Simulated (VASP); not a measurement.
Wanted: the native input for a VASP 6.6.1 run.

- Task: single point
- Functional: B3LYP
- Potentials or basis: VASP PAW PBE potentials, release 64 (Ge_d)
- Cutoff: 410 eV
- k mesh: 4 × 4 × 4
- Occupations: fermi-dirac, width 0.05 eV
- Spin: no spin polarisation
- Dipole correction: no
- Grid for exact exchange (PRECFOCK): Normal
- Further INCAR settings: ALGO = Normal; EDIFF = 1e-06; NBANDS = 21
- Share of exact exchange: 0.2

Ge:

```xyz
2
Lattice="4.0904 0.0000 0.0000 -2.0452 3.5424 0.0000 0.0000 0.0000 3.3266" Properties=species:S:1:pos:R:3 pbc="T T T"
Ge    2.0452    1.1808    0.4686
Ge    0.0000    2.3616    2.8580
```

The input as run:

POSCAR

```
Ge
1.0
    4.0904100000      0.0000000000      0.0000000000
   -2.0452000000      3.5424000000      0.0000000000
    0.0000000000      0.0000000000      3.3265800000
Ge
2
Direct
    0.6666700000      0.3333300000      0.1408600000
    0.3333300000      0.6666700000      0.8591400000
```

INCAR.step1

```
SYSTEM = Ge
PREC = Accurate ; ENCUT = 410
EDIFF = 1E-5 ; ISMEAR = -1
SIGMA = 0.05 ; LREAL = .False.
LASPH = .True. ; NELM = 120
ALGO = Normal ; ISIF = 2
LWAVE = .True. ; LCHARG = .False.
GGA = PE ; NBANDS = 21
GGA_COMPAT = .False.
```

INCAR.step2

```
SYSTEM = Ge
PREC = Accurate ; ENCUT = 410
EDIFF = 1E-6 ; ISMEAR = -1
SIGMA = 0.05 ; LREAL = .False.
LASPH = .True. ; NELM = 120
ALGO = Normal ; ISIF = 2
LWAVE = .False. ; LCHARG = .False.
GGA = B3 ; LHFCALC = .True.
AEXX = 0.2 ; AGGAX = 0.72
AGGAC = 0.81 ; ALDAC = 0.19
PRECFOCK = Normal ; ISTART = 1
NBANDS = 21 ; GGA_COMPAT = .False.
```

KPOINTS

```
Automatic mesh
0
Gamma
  4 4 4
  0 0 0
```

Potentials or basis: VASP PAW PBE potentials, release 64 (Ge_d).

Run with:

```console
$ cat potpaw_PBE.64/Ge_d/POTCAR > POTCAR
$ cp INCAR.step1 INCAR
$ mpirun -np 1 vasp_std > vasp.out
$ cp INCAR.step2 INCAR
$ mpirun -np 1 vasp_std > vasp.out
```

It gave:

The pressure is 0.3 GPa. The largest force is 0.472 eV/Å and the band gap on the k mesh is zero (bands 14 and 15 overlap by 4.65 eV).

Caveat: the k points lie up to 0.47 Å⁻¹ apart, too coarse for converged energies and pressures of a metal; the PAW data sets were made with another functional, which shifts forces and pressure a little.

It took 22 min on 1 thread of Intel(R) Xeon(R) Platinum 8488C (Sapphire Rapids), with other jobs on the host, peak memory 0.16 GiB.
